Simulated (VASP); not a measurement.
# Zr8C in VASP: single point with PBE

Aim: the single point of Zr8C with PBE.

All numbers are computed with VASP 6.6.1; they aren't measurements. Logs are shortened: lines on timing, memory, paths and dates and some standing lists are left out, and cuts for length are marked.

### Step 1. The cell of the first run

The cell holds a slab with vacuum, 9 atoms: a = 6.466 Å, b = 5.169 Å, c = 18.977 Å, α = 90.00°, β = 90.00°, γ = 90.00°.

### Step 2. Single point, PBE

INCAR reads:

```
PREC = Accurate
ENCUT = 520
EDIFF = 1E-6
ISMEAR = 0
SIGMA = 0.1
LREAL = F
LASPH = T
NELM = 80
ALGO = Normal
ISIF = 2
LWAVE = F
LCHARG = F
LDIPOL = T
IDIPOL = 3
DIPOL = 0.5 0.5 0.324
GGA = PE
NBANDS = 60
```

KPOINTS reads:

```
regular mesh
0
Gamma
  4 5 1
```

POSCAR reads:

```
Zr8C
1.0
    6.4655797184      0.0000000000      0.0000000000
    0.0000000000      5.1691196971      0.0000000000
    0.0000000000      0.0000000000     18.9770873264
Zr C
8 1
Direct
    0.0000000000      0.7500000000      0.2107805024
    0.5000000000      0.7500000000      0.2107805024
    0.2500000000      0.2500000000      0.2599569661
    0.7500000000      0.2500000000      0.2599569661
    0.2500000000      0.7500000000      0.3477072663
    0.7500000000      0.7500000000      0.3477072663
    0.0000000000      0.2500000000      0.3940060557
    0.5000000000      0.2500000000      0.3940060557
    0.0000000000      0.2500000000      0.4951018575
```

Potentials or basis: VASP PAW PBE potentials, release 64 (Zr_sv, C).

Run with:

```bash
$ cat potpaw_PBE.64/Zr_sv/POTCAR potpaw_PBE.64/C/POTCAR > POTCAR
$ mpirun -np 1 vasp_std > vasp.out
```

OUTCAR:

```text
PREC = Accurate
   ENCUT = 520
   EDIFF = 1E-6
   ISMEAR = 0
   LREAL = F
   LASPH = T
   NELM = 80
   ISIF = 2
   GGA = PE

 ion  position               nearest neighbor table
   1  0.000  0.750  0.211-   5 3.06   6 3.06   3 3.19   4 3.19   3 3.19   4 3.19   2 3.23   2 3.23

   2  0.500  0.750  0.211-   5 3.06   6 3.06   3 3.19   4 3.19   3 3.19   4 3.19   1 3.23   1 3.23

   3  0.250  0.250  0.260-   7 3.01   8 3.01   5 3.07   5 3.07   1 3.19   1 3.19   2 3.19   2 3.19
                             4 3.23   4 3.23
   4  0.750  0.250  0.260-   7 3.01   8 3.01   6 3.07   6 3.07   1 3.19   1 3.19   2 3.19   2 3.19
                             3 3.23   3 3.23
   5  0.250  0.750  0.348-   1 3.06   2 3.06   3 3.07   3 3.07   8 3.17   7 3.17   7 3.17   8 3.17
                             6 3.23   6 3.23
   6  0.750  0.750  0.348-   1 3.06   2 3.06   4 3.07   4 3.07   8 3.17   7 3.17   7 3.17   8 3.17
                             5 3.23   5 3.23
   7  0.000  0.250  0.394-   9 1.92   4 3.01   3 3.01   6 3.17   5 3.17   5 3.17   6 3.17   8 3.23
                             8 3.23
   8  0.500  0.250  0.394-   3 3.01   4 3.01   5 3.17   6 3.17   5 3.17   6 3.17   7 3.23   7 3.23

   9  0.000  0.250  0.495-   7 1.92

  LATTYP: Found a simple orthorhombic cell.
 ALAT       =     5.1691196971
 B/A-ratio  =     1.2508086671
 C/A-ratio  =     3.6712416114

  Lattice vectors:

 A1 = (   0.0000000000,  -5.1691196971,   0.0000000000)
 A2 = (   6.4655797184,   0.0000000000,   0.0000000000)
 A3 = (   0.0000000000,   0.0000000000,  18.9770873264)

Analysis of symmetry for initial positions (statically):
=====================================================================
 Subroutine PRICEL returns:
 Original cell was already a primitive cell.

 Routine SETGRP: Setting up the symmetry group for a
 simple orthorhombic supercell.

 Subroutine GETGRP returns: Found  4 space group operations
 (whereof  2 operations were pure point group operations)
 out of a pool of  8 trial point group operations.

The static configuration has the point symmetry C_1h.
 The point group associated with its full space group is C_2v.

Analysis of symmetry for dynamics (positions and initial velocities):
=====================================================================
 Subroutine PRICEL returns:
 Original cell was already a primitive cell.

 Routine SETGRP: Setting up the symmetry group for a
 simple orthorhombic supercell.

 Subroutine GETGRP returns: Found  4 space group operations
 (whereof  2 operations were pure point group operations)
 out of a pool of  8 trial point group operations.

The dynamic configuration has the point symmetry C_1h.
 The point group associated with its full space group is C_2v.

 Subroutine INISYM returns: Found  4 space group operations
 (whereof  2 operations are pure point group operations),
 and found     1 'primitive' translations

----------------------------------------------------------------------------------------

                                     Primitive cell

  volume of cell :     634.2400

  direct lattice vectors                    reciprocal lattice vectors
     6.465579718  0.000000000  0.000000000     0.154665172  0.000000000  0.000000000
     0.000000000  5.169119697  0.000000000     0.000000000  0.193456538  0.000000000
     0.000000000  0.000000000 18.977087326     0.000000000  0.000000000  0.052695126

  length of vectors
     6.465579718  5.169119697 18.977087326     0.154665172  0.193456538  0.052695126

  position of ions in fractional coordinates (direct lattice)
     0.000000000  0.750000000  0.210780502
     0.500000000  0.750000000  0.210780502
     0.250000000  0.250000000  0.259956966
     0.750000000  0.250000000  0.259956966
     0.250000000  0.750000000  0.347707266
     0.750000000  0.750000000  0.347707266
     0.000000000  0.250000000  0.394006056
     0.500000000  0.250000000  0.394006056
     0.000000000  0.250000000  0.495101858

  ion indices of the primitive-cell ions
   primitive index   ion index
                 1           1
                 2           2
                 3           3
                 4           4
                 5           5
                 6           6
                 7           7
                 8           8
                 9           9

----------------------------------------------------------------------------------------

 KPOINTS: regular mesh

Automatic generation of k-mesh.
 Grid dimensions read from file:
 generate k-points for:    4    5    1

 Generating k-lattice:

  Cartesian coordinates                     Fractional coordinates (reciprocal lattice)
     0.038666293  0.000000000  0.000000000     0.250000000  0.000000000  0.000000000
     0.000000000  0.038691308  0.000000000     0.000000000  0.200000000  0.000000000
     0.000000000  0.000000000  0.052695126     0.000000000  0.000000000  1.000000000

  Length of vectors
     0.038666293  0.038691308  0.052695126

  Shift w.r.t. Gamma in fractional coordinates (k-lattice)
     0.000000000  0.000000000  0.000000000

 Subroutine IBZKPT returns following result:
 ===========================================

 Found      9 irreducible k-points:

 Following reciprocal coordinates:
            Coordinates               Weight
  0.000000  0.000000  0.000000      1.000000
  0.250000  0.000000  0.000000      2.000000
  0.500000  0.000000  0.000000      1.000000
  0.000000  0.200000  0.000000      2.000000
  0.250000  0.200000  0.000000      4.000000
  0.500000  0.200000  0.000000      2.000000
  0.000000  0.400000  0.000000      2.000000
  0.250000  0.400000  0.000000      4.000000
  0.500000  0.400000  0.000000      2.000000
   k-points           NKPTS =      9   k-points in BZ     NKDIM =      9   number of bands    NBANDS=     60
   number of dos      NEDOS =    301   number of ions     NIONS =      9
   total plane-waves  NPLWV = 276480
   dimension x,y,z NGX =    48 NGY =   40 NGZ =  144
   dimension x,y,z NGXF=    96 NGYF=   80 NGZF=  288
   ions per type =               8   1
   NGX,Y,Z   is equivalent  to a cutoff of  12.34, 12.86, 12.61 a.u.
   NGXF,Y,Z  is equivalent  to a cutoff of  24.68, 25.73, 25.23 a.u.
 SYSTEM =  unknown system
   PREC   = accura    normal or accurate (medium, high low for compatibility)
   ISTART =      0    job   : 0-new  1-cont  2-samecut
   ICHARG =      2    charge: 1-file 2-atom 10-const
   ISPIN  =      1    spin polarized calculation?
   LNONCOLLINEAR =      F non collinear calculations
   LSORBIT =      F    spin-orbit coupling
   LASPH  =      T    aspherical Exc in radial PAW
   ENCUT  =  520.0 eV  38.22 Ry    6.18 a.u.  12.02  9.61 35.28*2*pi/ulx,y,z
   NELM   =     80;   NELMIN=  2; NELMDL= -5     # of ELM steps
   EDIFF  = 0.1E-05   stopping-criterion for ELM
   LREAL  =      F    real-space projection
   EDIFFG = 0.1E-04   stopping-criterion for IOM
   NSW    =      0    number of steps for IOM
   IBRION =     -1    ionic relax: 0-MD 1-quasi-New 2-CG
   NFREE  =      0    steps in history (QN), initial steepest desc. (CG)
   ISIF   =      2    stress and relaxation
   ISYM   =      2    0-nonsym 1-usesym 2-fastsym
   POTIM  = 0.5000    time-step for ionic-motion
   TEBEG  =    0.0;   TEEND  =   0.0 temperature during run
   PSTRESS=    0.0 pullay stress
   NELECT =     100.0000    total number of electrons
   NUPDOWN=      -1.0000    fix difference up-down
   EMIN   =  10.00;   EMAX   =-10.00  energy-range for DOS
   EFERMI =   0.00;   METHOD = LEGACY
   ISMEAR =     0;   SIGMA  =   0.10  broadening in eV -4-tet -1-fermi 0-gaus
   EFERMI_NEDOS =   21; number of points for ismear=-14 and -15
   IALGO  =     38    algorithm
   IMIX   =      4    mixing-type and parameters
     AMIX     =   0.40;   BMIX     =  1.00
     AMIX_MAG =   1.60;   BMIX_MAG =  1.00
  volume/ion in A,a.u.               =      70.47       475.56
  Fermi-wavevector in a.u.,A,eV,Ry     =   0.884417  1.671305 10.642382  0.782193
  Thomas-Fermi vector in A             =   2.005314
   LORBIT       =      0    0 simple, 1 ext, 2 COOP (PROOUT), +10 PAW based schemes
   GGA     = PE    functional components
   LHFCALC =     F    Hartree Fock is set to
   AEXX    =    0.0000 exact exchange contribution
   IVDW    =     0    specifies the selected vdW correction
   LEPSILON=     F    determine dielectric tensor
   LRPA    =     F    only Hartree local field effects (RPA)
 non-spin polarized calculation
 Gauss-broadening in eV      SIGMA  =   0.10
  energy-cutoff  :      520.00
  volume of cell :      634.24
 maximum number of plane-waves:     17106
   NGX = 25   NGY = 19   NGZ = 71

 number of electron     100.0000000 magnetization

 dipolmoment           0.000000      0.000000     -0.681853 electrons x Angstroem

 number of electron      99.9999999 magnetization

 dipolmoment           0.000000      0.000000      0.366561 electrons x Angstroem

 Free energy of the ion-electron system (eV)
  ---------------------------------------------------
  ext. energy  EPLUGINS =         0.00000000
  ---------------------------------------------------
  free energy    TOTEN  =       -66.19553016 eV

  energy without entropy =      -66.12659336  energy(sigma->0) =      -66.16106176

 E-fermi :  -0.4769     XC(G=0):  -4.4458

 val. band max:       -0.4874267410   @ k =   0.0000   0.2000   0.0000
 cond. band min:      -0.4648832760   @ k =   0.5000   0.2000   0.0000
 fundamental gap:      0.0225434650
 Fermi energy:        -0.4769444929

 k-point     1 :       0.0000    0.0000    0.0000
  band No.  band energies     occupation
      1     -49.6242      2.00000
      2     -49.5433      2.00000
      3     -49.4925      2.00000
      4     -49.1711      2.00000
      5     -49.1402      2.00000
      6     -49.0844      2.00000
[... 556 lines left out ...]
     59       0.2301      0.00000
     60       0.4193      0.00000

------------------------ aborting loop because EDIFF is reached ----------------------------------------

 vacuum level on the upper side and lower side of the slab       (xc-potential included)         0.883        -1.085

  FORCE on cell =-STRESS in cart. coord.  units (eV):
  Direction    XX          YY          ZZ          XY          YZ          ZX
  --------------------------------------------------------------------------------------
  -------------------------------------------------------------------------------------
  Total       -5.7064716      1.9822377      0.3227981      0.0000000      0.0000000      0.0000000
  in kB      -14.4153312      5.0074046      0.8154323      0.0000000      0.0000000      0.0000000
  external PRESSURE =      -2.8641648 kB  Pullay stress =       0.0000000 kB

 VOLUME and BASIS-vectors are now :
 -----------------------------------------------------------------------------
  energy-cutoff  :      520.00
  volume of cell :      634.24
      direct lattice vectors                 reciprocal lattice vectors
     6.465579718  0.000000000  0.000000000     0.154665172  0.000000000  0.000000000
     0.000000000  5.169119697  0.000000000     0.000000000  0.193456538  0.000000000
     0.000000000  0.000000000 18.977087326     0.000000000  0.000000000  0.052695126

 POSITION                                       TOTAL-FORCE (eV/Angst)
 -----------------------------------------------------------------------------------
      0.00000      3.87684      4.00000         0.000000      0.000000      0.214636
      3.23279      3.87684      4.00000         0.000000      0.000000      0.416499
      1.61639      1.29228      4.93323        -0.108633      0.000000     -0.467084
      4.84918      1.29228      4.93323         0.108633      0.000000     -0.467084
      1.61639      3.87684      6.59847         0.263934      0.000000     -0.051154
      4.84918      3.87684      6.59847        -0.263934      0.000000     -0.051154
      0.00000      1.29228      7.47709         0.000000      0.000000     -0.844203
      3.23279      1.29228      7.47709         0.000000      0.000000      1.188985
      0.00000      1.29228      9.39559         0.000000      0.000000      0.060560
 -----------------------------------------------------------------------------------
    total drift:                                0.000000     -0.000000      0.000916

  FREE ENERGIE OF THE ION-ELECTRON SYSTEM (eV)
  ---------------------------------------------------
  free  energy   TOTEN  =       -66.1955301589 eV

  energy  without entropy=      -66.1265933585  energy(sigma->0) =      -66.16106176

 vacuum level on the upper side and lower side of the slab         5.156         3.123
```

Wall time 12 min (1 thread of Intel Xeon 6975P-C (Granite Rapids), shared host); peak memory 0.68 GiB.

What came out:

```yaml
Free_energy: -66.1955 eV
Largest_force: 1.189 eV/Å
Band_gap_on_the_k_mesh: zero (bands 50 and 51 overlap by 0.13 eV)
```

Forces on the atoms (eV/Å):
```
Zr   0.000  0.000  0.215
Zr   0.000  0.000  0.416
Zr  -0.109  0.000 -0.467
Zr   0.109  0.000 -0.467
Zr   0.264  0.000 -0.051
Zr  -0.264  0.000 -0.051
Zr   0.000  0.000 -0.844
Zr   0.000  0.000  1.189
C    0.000  0.000  0.061
```
